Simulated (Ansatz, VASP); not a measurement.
# One calculation of RbCaH3, two programs

The input INCAR:

```
SYSTEM = RbCaH3
  PREC = Accurate
  ENCUT = 520
  EDIFF = 1E-6
  ISMEAR = 0
  SIGMA = 0.05
  LREAL = .FALSE.
  LASPH = .TRUE.
  NELM = 80
  ALGO = Normal
  ISIF = 2
  LWAVE = .FALSE.
  LCHARG = .TRUE.
  LELF = .TRUE.
  LVHAR = .TRUE.
  NBANDS = 19
```

KPOINTS

```
Automatic mesh
0
G
  6 6 6
  0 0 0
```

The input POSCAR:

```
RbCaH3
1.0
    4.4333250000      0.0000000000      0.0000000000
    0.0000000000      4.4333250000      0.0000000000
    0.0000000000      0.0000000000      4.5470000000
Rb Ca H
1 1 3
Direct
    0.0000000000      0.0000000000      0.0000000000
    0.5000000000      0.5000000000      0.5000000000
    0.0000000000      0.5000000000      0.5000000000
    0.5000000000      0.0000000000      0.5000000000
    0.5000000000      0.5000000000      0.0000000000
```

Input for Ansatz:

```yaml
crystal:
  lattice:
    - [4.433325, 0.0, 0.0]
    - [0.0, 4.433325, 0.0]
    - [0.0, 0.0, 4.547]
  atoms:
    - { symbol: Rb, position: [0.0, 0.0, 0.0] }
    - { symbol: Ca, position: [0.5, 0.5, 0.5] }
    - { symbol: H, position: [0.0, 0.5, 0.5] }
    - { symbol: H, position: [0.5, 0.0, 0.5] }
    - { symbol: H, position: [0.5, 0.5, 0.0] }
basis:
  ecutwfc: 420
kpoints:
  mp_grid: { grid: [6, 6, 6] }
hamiltonian:
  xc: lda
scf:
  occupations: { method: gaussian, width: 0.05 }
output:
  forces: true
  stress: true
  eigenvalues: true
```

Change from the starting cell: strain -0.0250 x Voigt [1, 1, 0, 0, 0, 0], atoms carried along.

Alike in both runs: task single point; functional LDA; k mesh 6 × 6 × 6; occupations gaussian, width 0.05 eV; no spin polarisation.

```csv
,VASP,Ansatz
version,VASP 6.6.1,Ansatz 0.2.0
potentials or method,"VASP PAW LDA potentials, release 64 (Rb_sv, Ca_sv, H), cutoff 520 eV","scalar-relativistic, plane waves, PAW"
valence electrons in the cell,22,22
```

Ansatz gave:

```
gap on the k mesh at the Fermi level (eV)                     : 2.87
least direct gap on the mesh (eV)                             : 2.87
pressure (GPa)                                                : -1.3
traceless stress, the component that is largest in VASP (GPa) : -0.75
```

Problem. Estimate VASP's values.

Solution. gap on the k mesh at the Fermi level (eV): 2.86; least direct gap on the mesh (eV): 2.86; pressure (GPa): -1.3; traceless stress, the component that is largest in VASP (GPa): -0.76.

LDA's correlation is that of Perdew and Zunger in VASP and of Perdew and Wang (1992) in Ansatz.
